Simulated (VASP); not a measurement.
# Si (a cell with a defect) in VASP: further runs, part 3 of 3

VASP 6.6.1.

## 4. Single point, PBEsol

File INCAR:

```
SYSTEM = Si
ALGO = Normal
EDIFF = 1E-6
ENCUT = 520
GGA = PS
ISIF = 2
ISMEAR = 0
LASPH = .TRUE.
LCHARG = .TRUE.
LELF = .TRUE.
LREAL = Auto
LVHAR = .TRUE.
LWAVE = .FALSE.
NBANDS = 48
NELM = 100
PREC = Accurate
SIGMA = 0.02
```

File KPOINTS:

```
k-points
0
G
  2 2 2
  0 0 0
```

File POSCAR:

```
Si
1.0
    0.0000000000      5.4300000000      5.4300000000
    5.4300000000      0.0000000000      5.4300000000
    5.4300000000      5.4300000000      0.0000000000
Si
17
Direct
   -0.0141818600     -0.0138371087     -0.0139663904
    0.1106057090      0.1110086556      0.1109559853
    0.0070914365      0.0073765193      0.4795575506
    0.1269953959      0.1273090239      0.6158215470
    0.0071383057      0.4795998158      0.0072480663
    0.1269796501      0.6159512891      0.1271597606
    0.0080243094      0.5000605893      0.4999200737
    0.1422180479      0.6186749540      0.6185902394
    0.4791901473      0.0074759669      0.0072986188
    0.6156108656      0.1273011050      0.1271672192
    0.4997379374      0.0083779006      0.4999278085
    0.6183473297      0.1425414365      0.6186226519
    0.4997289134      0.5000598527      0.0082745856
    0.6183999079      0.6187617864      0.1423658379
    0.5101181400      0.5104218232      0.5102247698
    0.6346362799      0.6349874770      0.6348786372
    0.8504593002      0.8509156538      0.8508677716
```

Potentials or basis: VASP PAW PBE potentials, release 64 (Si).

Started as:

```bash
> cat potpaw_PBE.64/Si/POTCAR > POTCAR
> mpirun -np 1 vasp_std > vasp.out
```

OUTCAR:

```text
SYSTEM = Si
   EDIFF = 1E-6
   ENCUT = 520
   GGA = PS
   ISIF = 2
   ISMEAR = 0
   LASPH = .TRUE.
   LREAL = Auto
   NELM = 100
   PREC = Accurate

 ion  position               nearest neighbor table
   1  0.986  0.986  0.986-  10 2.33   6 2.33   4 2.33   2 2.35  17 2.54
   2  0.111  0.111  0.111-   9 2.33   5 2.33   3 2.33   1 2.35
   3  0.007  0.007  0.480-   2 2.33   4 2.36  17 2.37   8 2.44  12 2.44
   4  0.127  0.127  0.616-   1 2.33  11 2.34   7 2.34   3 2.36  17 3.02
   5  0.007  0.480  0.007-   2 2.33   6 2.36  17 2.37   8 2.44  14 2.44
   6  0.127  0.616  0.127-   1 2.33  13 2.34   7 2.34   5 2.36  17 3.02
   7  0.008  0.500  0.500-   8 2.33   4 2.34   6 2.34  16 2.35
   8  0.142  0.619  0.619-  15 2.31   7 2.33   5 2.44   3 2.44  17 2.56
   9  0.479  0.007  0.007-   2 2.33  10 2.36  17 2.37  12 2.44  14 2.44
  10  0.616  0.127  0.127-   1 2.33  13 2.34  11 2.34   9 2.36  17 3.02
  11  0.500  0.008  0.500-  12 2.33   4 2.34  10 2.34  16 2.35
  12  0.618  0.143  0.619-  15 2.31  11 2.33   9 2.44   3 2.44  17 2.56
  13  0.500  0.500  0.008-  14 2.33   6 2.34  10 2.34  16 2.35
  14  0.618  0.619  0.142-  15 2.31  13 2.33   9 2.44   5 2.44  17 2.56
  15  0.510  0.510  0.510-  14 2.31  12 2.31   8 2.31  16 2.34
  16  0.635  0.635  0.635-  15 2.34   7 2.35  11 2.35  13 2.35
  17  0.850  0.851  0.851-   9 2.37   5 2.37   3 2.37   1 2.54  14 2.56  12 2.56   8 2.56  10 3.02
                             6 3.02   4 3.02

  LATTYP: Found a face centered cubic cell.
 ALAT       =    10.8600000000

  Lattice vectors:

 A1 = (   0.0000000000,   5.4300000000,   5.4300000000)
 A2 = (   5.4300000000,   0.0000000000,   5.4300000000)
 A3 = (   5.4300000000,   5.4300000000,   0.0000000000)

Analysis of symmetry for initial positions (statically):
=====================================================================
 Subroutine PRICEL returns:
 Original cell was already a primitive cell.

 Routine SETGRP: Setting up the symmetry group for a
 face centered cubic supercell.

 Subroutine GETGRP returns: Found  1 space group operations
 (whereof  1 operations were pure point group operations)
 out of a pool of 48 trial point group operations.

The static configuration has the point symmetry C_1 .

Analysis of symmetry for dynamics (positions and initial velocities):
=====================================================================
 Subroutine PRICEL returns:
 Original cell was already a primitive cell.

 Routine SETGRP: Setting up the symmetry group for a
 face centered cubic supercell.

 Subroutine GETGRP returns: Found  1 space group operations
 (whereof  1 operations were pure point group operations)
 out of a pool of 48 trial point group operations.

The dynamic configuration has the point symmetry C_1 .

 Subroutine INISYM returns: Found  1 space group operations
 (whereof  1 operations are pure point group operations),
 and found     1 'primitive' translations

----------------------------------------------------------------------------------------

                                     Primitive cell

  volume of cell :     320.2060

  direct lattice vectors                    reciprocal lattice vectors
     0.000000000  5.430000000  5.430000000    -0.092081031  0.092081031  0.092081031
     5.430000000  0.000000000  5.430000000     0.092081031 -0.092081031  0.092081031
     5.430000000  5.430000000  0.000000000     0.092081031  0.092081031 -0.092081031
[... 78 lines left out ...]
  0.500000  0.000000  0.500000      1.000000
   k-points           NKPTS =      8   k-points in BZ     NKDIM =      8   number of bands    NBANDS=     48
   number of dos      NEDOS =    301   number of ions     NIONS =     17
   total plane-waves  NPLWV = 216000
   dimension x,y,z NGX =    60 NGY =   60 NGZ =   60
   dimension x,y,z NGXF=   120 NGYF=  120 NGZF=  120
   ions per type =              17
   NGX,Y,Z   is equivalent  to a cutoff of  12.99, 12.99, 12.99 a.u.
   NGXF,Y,Z  is equivalent  to a cutoff of  25.98, 25.98, 25.98 a.u.
 SYSTEM =  Si
   PREC   = accura    normal or accurate (medium, high low for compatibility)
   ISTART =      0    job   : 0-new  1-cont  2-samecut
   ICHARG =      2    charge: 1-file 2-atom 10-const
   ISPIN  =      1    spin polarized calculation?
   LNONCOLLINEAR =      F non collinear calculations
   LSORBIT =      F    spin-orbit coupling
   LASPH  =      T    aspherical Exc in radial PAW
   ENCUT  =  520.0 eV  38.22 Ry    6.18 a.u.  14.28 14.28 14.28*2*pi/ulx,y,z
   NELM   =    100;   NELMIN=  2; NELMDL= -5     # of ELM steps
   EDIFF  = 0.1E-05   stopping-criterion for ELM
   LREAL  =      T    real-space projection
   EDIFFG = 0.1E-04   stopping-criterion for IOM
   NSW    =      0    number of steps for IOM
   IBRION =     -1    ionic relax: 0-MD 1-quasi-New 2-CG
   NFREE  =      0    steps in history (QN), initial steepest desc. (CG)
   ISIF   =      2    stress and relaxation
   ISYM   =      2    0-nonsym 1-usesym 2-fastsym
   POTIM  = 0.5000    time-step for ionic-motion
   TEBEG  =    0.0;   TEEND  =   0.0 temperature during run
   PSTRESS=    0.0 pullay stress
   NELECT =      68.0000    total number of electrons
   NUPDOWN=      -1.0000    fix difference up-down
   EMIN   =  10.00;   EMAX   =-10.00  energy-range for DOS
   EFERMI =   0.00;   METHOD = LEGACY
   ISMEAR =     0;   SIGMA  =   0.02  broadening in eV -4-tet -1-fermi 0-gaus
   EFERMI_NEDOS =   21; number of points for ismear=-14 and -15
   IALGO  =     38    algorithm
   IMIX   =      4    mixing-type and parameters
     AMIX     =   0.40;   BMIX     =  1.00
     AMIX_MAG =   1.60;   BMIX_MAG =  1.00
  volume/ion in A,a.u.               =      18.84       127.11
  Fermi-wavevector in a.u.,A,eV,Ry     =   0.976715  1.845724 12.979587  0.953973
  Thomas-Fermi vector in A             =   2.107356
   LORBIT       =      0    0 simple, 1 ext, 2 COOP (PROOUT), +10 PAW based schemes
   GGA     = PS    functional components
   LHFCALC =     F    Hartree Fock is set to
   AEXX    =    0.0000 exact exchange contribution
   IVDW    =     0    specifies the selected vdW correction
   LEPSILON=     F    determine dielectric tensor
   LRPA    =     F    only Hartree local field effects (RPA)
 non-spin polarized calculation
 Gauss-broadening in eV      SIGMA  =   0.02
  energy-cutoff  :      520.00
  volume of cell :      320.21
 maximum number of plane-waves:      8646
 NGX is ok and might be reduce to    60
   NGX = 29   NGY = 29   NGZ = 29

 number of electron      68.0000000 magnetization

 Free energy of the ion-electron system (eV)
  ---------------------------------------------------
  ext. energy  EPLUGINS =         0.00000000
  ---------------------------------------------------
  free energy    TOTEN  =       -93.73767472 eV

  energy without entropy =      -93.73381876  energy(sigma->0) =      -93.73574674

 E-fermi :   6.7377     XC(G=0):  -9.8141

 val. band max:        6.6438038077   @ k =   0.0000   0.0000   0.0000
 cond. band min:       6.7434307234   @ k =   0.0000   0.5000   0.5000
 fundamental gap:      0.0996269157
 Fermi energy:         6.7376543886

 k-point     1 :       0.0000    0.0000    0.0000
  band No.  band energies     occupation
      1      -6.3593      2.00000
      2      -3.8925      2.00000
      3      -3.6938      2.00000
      4      -3.6934      2.00000
      5      -3.5569      2.00000
      6      -2.7560      2.00000
[... 381 lines left out ...]
     45      10.0743      0.00000
     46      10.3118      0.00000
 [bands above 46 left out]

------------------------ aborting loop because EDIFF is reached ----------------------------------------

  FORCE on cell =-STRESS in cart. coord.  units (eV):
  Direction    XX          YY          ZZ          XY          YZ          ZX
  --------------------------------------------------------------------------------------
  -------------------------------------------------------------------------------------
  Total        6.3307227      6.3507072      6.3640472     -0.8948021     -0.9026979     -0.8994272
  in kB       31.6762955     31.7762900     31.8430374     -4.4772165     -4.5167239     -4.5003584
  external PRESSURE =      31.7652077 kB  Pullay stress =       0.0000000 kB

 VOLUME and BASIS-vectors are now :
 -----------------------------------------------------------------------------
  energy-cutoff  :      520.00
  volume of cell :      320.21
      direct lattice vectors                 reciprocal lattice vectors
     0.000000000  5.430000000  5.430000000    -0.092081031  0.092081031  0.092081031
     5.430000000  0.000000000  5.430000000     0.092081031 -0.092081031  0.092081031
     5.430000000  5.430000000  0.000000000     0.092081031  0.092081031 -0.092081031

 POSITION                                       TOTAL-FORCE (eV/Angst)
 -----------------------------------------------------------------------------------
     10.70903     10.70716     10.70786         0.058116      0.056900      0.057538
      1.20527      1.20308      1.20337        -0.023933     -0.024090     -0.025447
      2.64405      2.64250      0.07856        -0.110410     -0.110634     -0.050181
      4.03520      4.03350      1.38087         0.003296      0.002948      0.148386
      2.64358      0.07812      2.64299        -0.109167     -0.050339     -0.109591
      4.03509      1.37998      4.03411         0.003412      0.149514      0.002947
[... 9 lines left out ...]
      6.89537      6.89347      6.89406        -0.030905     -0.030573     -0.030468
      9.24068      9.23821      9.23847         0.346762      0.349095      0.350070
 -----------------------------------------------------------------------------------
    total drift:                               -0.002390      0.001779      0.001477

  FREE ENERGIE OF THE ION-ELECTRON SYSTEM (eV)
  ---------------------------------------------------
  free  energy   TOTEN  =       -93.7376747240 eV

  energy  without entropy=      -93.7338187575  energy(sigma->0) =      -93.73574674
```

It took 6.2 min on 1 thread of Intel Xeon 8259CL, shared host; peak memory 0.47 GiB.

Results:

* Free energy: -93.7377 eV
* Pressure: 3.2 GPa
* Largest force: 0.604 eV/Å
* Band gap on the k mesh: zero (bands 34 and 35 overlap by 0.10 eV)

Forces on the atoms (eV/Å):
```
Si   0.058  0.057  0.058
Si  -0.024 -0.024 -0.025
Si  -0.110 -0.111 -0.050
Si   0.003  0.003  0.148
Si  -0.109 -0.050 -0.110
Si   0.003  0.150  0.003
Si  -0.100 -0.028 -0.029
Si   0.068 -0.067 -0.065
Si  -0.049 -0.109 -0.109
Si   0.151  0.002  0.003
Si  -0.030 -0.101 -0.029
Si  -0.068  0.066 -0.065
Si  -0.031 -0.030 -0.101
Si  -0.067 -0.066  0.065
Si  -0.010 -0.012 -0.013
Si  -0.031 -0.031 -0.030
Si   0.347  0.349  0.350
```

Stress tensor (GPa, compression positive):
```
 3.17 -0.45 -0.45
-0.45  3.18 -0.45
-0.45 -0.45  3.18
```

Caveat: the k points lie up to 0.50 Å⁻¹ apart; the PAW data sets were made with another functional, which shifts forces and pressure a little.

## 5. Overview

| cell | gap on the mesh (eV) | pressure (GPa) | largest force (eV/Å) |
| --- | --- | --- | --- |
| as given, atomic positions A | none | 3.0 | 0.45 |
| as given, atomic positions B | none | 2.6 | 0.14 |
| as given, atomic positions C | none | 3.2 | 0.60 |

Alike in all rows: task single point; level PBEsol; potentials or basis VASP PAW PBE potentials, release 64 (Si); no spin polarisation; k mesh 2 × 2 × 2; cutoff (eV) 520; smearing gaussian 0.02 eV.

Caveats: all runs use coarse meshes; the PAW data sets were made with another functional, which shifts forces and pressure a little.

Absolute energies hang on the potentials; compare differences alone.

The gap in the log of VASP goes by the Fermi energy; the results here count the filled bands.